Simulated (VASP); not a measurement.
# Li (Im-3m) in VASP: notebook

Runs on Li. Level: r2SCAN. Tasks: single point.

All numbers are computed with VASP 6.6.1; they aren't measurements. Logs are shortened: lines on timing, memory, paths and dates and some standing lists are left out, and cuts for length are marked.

## (1) The cell of the first run

The structure is cubic, space group Im-3m (No. 229). The conventional cell has a = 3.509 Å, b = 3.509 Å, c = 3.509 Å, α = 90.00°, β = 90.00°, γ = 90.00°. Within 4.0 Å of Li (site symmetry m-3m) lie 14 Li at 3.04 to 3.51 Å.

## (2) Single point, r2SCAN

POSCAR

```
Li
1.0
   -1.7546500000      1.7546500000      1.7546500000
    1.7546500000     -1.7546500000      1.7546500000
    1.7546500000      1.7546500000     -1.7546500000
Li
1
Direct
    0.0000000000      0.0000000000      0.0000000000
```

INCAR.step1

```
  PREC = Accurate
  ENCUT = 520
  ISMEAR = 0
  SIGMA = 0.1
  LREAL = F
  LASPH = T
  NELM = 60
  NBANDS = 8
  GGA = PE
  ALGO = Normal
  EDIFF = 1E-4
  LWAVE = T
  LCHARG = F
```

INCAR.step2

```
  PREC = Accurate
  ENCUT = 520
  EDIFF = 1E-6
  ISMEAR = 0
  SIGMA = 0.1
  LREAL = F
  LASPH = T
  NELM = 60
  ALGO = Normal
  ISIF = 2
  LWAVE = F
  LCHARG = F
  METAGGA = R2SCAN
  LMIXTAU = T
  NBANDS = 8
  ISTART = 1
```

KPOINTS

```
Automatic mesh
0
Gamma
  8 8 8
```

Potentials or basis: VASP PAW PBE potentials, release 64 (Li_sv).

Launch:

```sh
> cat potpaw_PBE.64/Li_sv/POTCAR > POTCAR
> cp INCAR.step1 INCAR
> mpirun -np 1 vasp_std > vasp.out
> cp INCAR.step2 INCAR
> mpirun -np 1 vasp_std > vasp.out
```

OUTCAR:

```text
PREC = Accurate
   ENCUT = 520
   EDIFF = 1E-6
   ISMEAR = 0
   LREAL = F
   LASPH = T
   NELM = 60
   ISIF = 2
   METAGGA = R2SCAN
   ISTART = 1

 ion  position               nearest neighbor table
   1  0.000  0.000  0.000-

  LATTYP: Found a body centered cubic cell.
 ALAT       =     3.5093000000

  Lattice vectors:

 A1 = (  -1.7546500000,   1.7546500000,   1.7546500000)
 A2 = (   1.7546500000,  -1.7546500000,   1.7546500000)
 A3 = (   1.7546500000,   1.7546500000,  -1.7546500000)

Analysis of symmetry for initial positions (statically):
=====================================================================
 Subroutine PRICEL returns:
 Original cell was already a primitive cell.

 Routine SETGRP: Setting up the symmetry group for a
 body centered cubic supercell.

 Subroutine GETGRP returns: Found 48 space group operations
 (whereof 48 operations were pure point group operations)
 out of a pool of 48 trial point group operations.

The static configuration has the point symmetry O_h .

Analysis of symmetry for dynamics (positions and initial velocities):
=====================================================================
 Subroutine PRICEL returns:
 Original cell was already a primitive cell.

 Routine SETGRP: Setting up the symmetry group for a
 body centered cubic supercell.

 Subroutine GETGRP returns: Found 48 space group operations
 (whereof 48 operations were pure point group operations)
 out of a pool of 48 trial point group operations.

The dynamic configuration has the point symmetry O_h .

 Subroutine INISYM returns: Found 48 space group operations
 (whereof 48 operations are pure point group operations),
 and found     1 'primitive' translations

----------------------------------------------------------------------------------------

                                     Primitive cell

  volume of cell :      21.6088

  direct lattice vectors                    reciprocal lattice vectors
    -1.754650000  1.754650000  1.754650000     0.000000000  0.284957114  0.284957114
     1.754650000 -1.754650000  1.754650000     0.284957114  0.000000000  0.284957114
     1.754650000  1.754650000 -1.754650000     0.284957114  0.284957114  0.000000000

  length of vectors
     3.039142950  3.039142950  3.039142950     0.402990215  0.402990215  0.402990215

  position of ions in fractional coordinates (direct lattice)
     0.000000000  0.000000000  0.000000000

  ion indices of the primitive-cell ions
   primitive index   ion index
                 1           1

----------------------------------------------------------------------------------------

 KPOINTS: Automatic mesh

Automatic generation of k-mesh.
 Grid dimensions read from file:
 generate k-points for:    8    8    8

 Generating k-lattice:

  Cartesian coordinates                     Fractional coordinates (reciprocal lattice)
     0.000000000  0.035619639  0.035619639     0.125000000  0.000000000  0.000000000
     0.035619639  0.000000000  0.035619639     0.000000000  0.125000000  0.000000000
     0.035619639  0.035619639  0.000000000     0.000000000  0.000000000  0.125000000

  Length of vectors
     0.050373777  0.050373777  0.050373777

  Shift w.r.t. Gamma in fractional coordinates (k-lattice)
     0.000000000  0.000000000  0.000000000

 Subroutine IBZKPT returns following result:
 ===========================================

 Found     29 irreducible k-points:

 Following reciprocal coordinates:
            Coordinates               Weight
  0.000000  0.000000  0.000000      1.000000
  0.125000  0.000000  0.000000     12.000000
  0.250000  0.000000  0.000000     12.000000
  0.375000  0.000000  0.000000     12.000000
  0.500000  0.000000  0.000000      6.000000
  0.125000  0.125000  0.000000     24.000000
[... 16 lines left out ...]
 -0.250000  0.250000  0.250000      6.000000
 -0.375000  0.375000  0.250000     24.000000
 [... further k-points ...]
   k-points           NKPTS =     29   k-points in BZ     NKDIM =     29   number of bands    NBANDS=      8
   number of dos      NEDOS =    301   number of ions     NIONS =      1
   total plane-waves  NPLWV =  13824
   dimension x,y,z NGX =    24 NGY =   24 NGZ =   24
   dimension x,y,z NGXF=    48 NGYF=   48 NGZF=   48
   ions per type =               1
   NGX,Y,Z   is equivalent  to a cutoff of  13.13, 13.13, 13.13 a.u.
   NGXF,Y,Z  is equivalent  to a cutoff of  26.26, 26.26, 26.26 a.u.
 SYSTEM =  unknown system
   PREC   = accura    normal or accurate (medium, high low for compatibility)
   ISTART =      1    job   : 0-new  1-cont  2-samecut
   ICHARG =      0    charge: 1-file 2-atom 10-const
   ISPIN  =      1    spin polarized calculation?
   LNONCOLLINEAR =      F non collinear calculations
   LSORBIT =      F    spin-orbit coupling
   LASPH  =      T    aspherical Exc in radial PAW
   ENCUT  =  520.0 eV  38.22 Ry    6.18 a.u.   5.65  5.65  5.65*2*pi/ulx,y,z
   NELM   =     60;   NELMIN=  2; NELMDL=  0     # of ELM steps
   EDIFF  = 0.1E-05   stopping-criterion for ELM
   LREAL  =      F    real-space projection
   EDIFFG = 0.1E-04   stopping-criterion for IOM
   NSW    =      0    number of steps for IOM
   IBRION =     -1    ionic relax: 0-MD 1-quasi-New 2-CG
   NFREE  =      0    steps in history (QN), initial steepest desc. (CG)
   ISIF   =      2    stress and relaxation
   ISYM   =      2    0-nonsym 1-usesym 2-fastsym
   POTIM  = 0.5000    time-step for ionic-motion
   TEBEG  =    0.0;   TEEND  =   0.0 temperature during run
   PSTRESS=    0.0 pullay stress
   NELECT =       3.0000    total number of electrons
   NUPDOWN=      -1.0000    fix difference up-down
   EMIN   =  10.00;   EMAX   =-10.00  energy-range for DOS
   EFERMI =   0.00;   METHOD = LEGACY
   ISMEAR =     0;   SIGMA  =   0.10  broadening in eV -4-tet -1-fermi 0-gaus
   EFERMI_NEDOS =   21; number of points for ismear=-14 and -15
   IALGO  =     38    algorithm
   IMIX   =      4    mixing-type and parameters
     AMIX     =   0.40;   BMIX     =  1.00
     AMIX_MAG =   1.60;   BMIX_MAG =  1.00
  volume/ion in A,a.u.               =      21.61       145.82
  Fermi-wavevector in a.u.,A,eV,Ry     =   0.847692  1.601906  9.776898  0.718582
  Thomas-Fermi vector in A             =   1.963238
   LORBIT       =      0    0 simple, 1 ext, 2 COOP (PROOUT), +10 PAW based schemes
   METAGGA = R2SCAN    functional components
   LHFCALC =     F    Hartree Fock is set to
   AEXX    =    0.0000 exact exchange contribution
   IVDW    =     0    specifies the selected vdW correction
   LEPSILON=     F    determine dielectric tensor
   LRPA    =     F    only Hartree local field effects (RPA)
 non-spin polarized calculation
 Gauss-broadening in eV      SIGMA  =   0.10
  energy-cutoff  :      520.00
  volume of cell :       21.61
 maximum number of plane-waves:       603
   NGX = 11   NGY = 11   NGZ = 11

 number of electron       2.9999991 magnetization

 Free energy of the ion-electron system (eV)
  ---------------------------------------------------
  ext. energy  EPLUGINS =         0.00000000
  ---------------------------------------------------
  free energy    TOTEN  =        -2.37089360 eV

  energy without entropy =       -2.36578989  energy(sigma->0) =       -2.36834174

 E-fermi :   0.5264     XC(G=0):  -7.2839

 val. band max:        0.4432854234   @ k =   0.2500   0.2500   0.0000
 cond. band min:       0.5844760697   @ k =   0.3750   0.1250   0.0000
 fundamental gap:      0.1411906463
 Fermi energy:         0.5263976016

 k-point     1 :       0.0000    0.0000    0.0000
  band No.  band energies     occupation
      1     -47.7700      2.00000
      2      -3.2837      2.00000
      3      16.1117      0.00000
      4      16.1127      0.00000
      5      16.1127      0.00000
      6      20.1999      0.00000
      7      20.2000      0.00000
      8      20.2000      0.00000

 k-point     2 :       0.1250    0.0000    0.0000
  band No.  band energies     occupation
      1     -47.7676      2.00000
      2      -2.9701      2.00000
      3      13.7744      0.00000
      4      14.7416      0.00000
      5      15.5136      0.00000
      6      18.0133      0.00000
      7      18.3058      0.00000
      8      20.2984      0.00000

 k-point     3 :       0.2500    0.0000    0.0000
  band No.  band energies     occupation
      1     -47.7620      2.00000
      2      -2.0324      2.00000
      3       9.5298      0.00000
      4      12.9930      0.00000
      5      14.2773      0.00000
      6      15.9984      0.00000
      7      17.8485      0.00000
      8      20.8895      0.00000

 k-point     4 :       0.3750    0.0000    0.0000
  band No.  band energies     occupation
      1     -47.7563      2.00000
      2      -0.5246      2.00000
      3       5.8296      0.00000
      4      11.8673      0.00000
      5      13.3157      0.00000
      6      14.7755      0.00000
      7      18.0196      0.00000
      8      22.5759      0.00000

 k-point     5 :       0.5000    0.0000    0.0000
  band No.  band energies     occupation
      1     -47.7541      2.00000
      2       0.7568      0.00112
      3       3.8013      0.00000
      4      11.4851      0.00000
      5      12.9733      0.00000
      6      14.3668      0.00000
      7      18.1888      0.00000
      8      24.1797      0.00000
[... 177 lines left out ...]
 k-point    22 :       0.2500    0.2500    0.2500
  band No.  band energies     occupation
      1     -47.7525      2.00000
      2       4.0032      0.00000
      3       4.0034      0.00000
      4       4.0034      0.00000
      5       9.3101      0.00000
      6      25.4406      0.00000
      7      25.4417      0.00000
      8      25.4417      0.00000

 k-point    23 :      -0.2500    0.2500    0.2500
  band No.  band energies     occupation
      1     -47.7552      2.00000
      2      -0.7376      2.00000
      3       9.4509      0.00000
      4       9.4512      0.00000
      5      11.6821      0.00000
      6      13.8883      0.00000
      7      22.1481      0.00000
      8      22.1483      0.00000

 k-point    24 :      -0.3750    0.3750    0.2500
  band No.  band energies     occupation
      1     -47.7505      2.00000
      2       0.8490      0.00001
      3       6.6316      0.00000
      4       8.2790      0.00000
      5      11.6176      0.00000
      6      14.0139      0.00000
      7      18.4489      0.00000
      8      21.5486      0.00000

 [... further k-points ...]

------------------------ aborting loop because EDIFF is reached ----------------------------------------

  FORCE on cell =-STRESS in cart. coord.  units (eV):
  Direction    XX          YY          ZZ          XY          YZ          ZX
  --------------------------------------------------------------------------------------
  -------------------------------------------------------------------------------------
  Total       -0.0492196     -0.0492196     -0.0492196      0.0000000      0.0000000     -0.0000000
  in kB       -3.6493670     -3.6493670     -3.6493670      0.0000000      0.0000000     -0.0000000
  external PRESSURE =      -3.6493670 kB  Pullay stress =       0.0000000 kB

 VOLUME and BASIS-vectors are now :
 -----------------------------------------------------------------------------
  energy-cutoff  :      520.00
  volume of cell :       21.61
      direct lattice vectors                 reciprocal lattice vectors
    -1.754650000  1.754650000  1.754650000     0.000000000  0.284957114  0.284957114
     1.754650000 -1.754650000  1.754650000     0.284957114  0.000000000  0.284957114
     1.754650000  1.754650000 -1.754650000     0.284957114  0.284957114  0.000000000

 POSITION                                       TOTAL-FORCE (eV/Angst)
 -----------------------------------------------------------------------------------
      0.00000      0.00000      0.00000         0.000000     -0.000000      0.000000
 -----------------------------------------------------------------------------------
    total drift:                                0.000000      0.000000     -0.000000

  FREE ENERGIE OF THE ION-ELECTRON SYSTEM (eV)
  ---------------------------------------------------
  free  energy   TOTEN  =        -2.3708935974 eV

  energy  without entropy=       -2.3657898854  energy(sigma->0) =       -2.36834174
```

Run time: 20 s. Hardware: 1 thread of Intel Xeon Platinum 8488C (Sapphire Rapids), shared host; peak memory 0.13 GiB.

What came out:

* Free energy: -2.3709 eV
* Band gap on the k mesh: zero (an odd number of electrons rules out a gap without spin polarisation)

Caveat: the cutoff is under 1.25 times the usual one of these potentials, so pressure, stress and relaxed cells hold a basis-set (Pulay) error; the PAW data sets were made with another functional, which shifts forces and pressure a little.

(Part 1 of 3 ends here.)
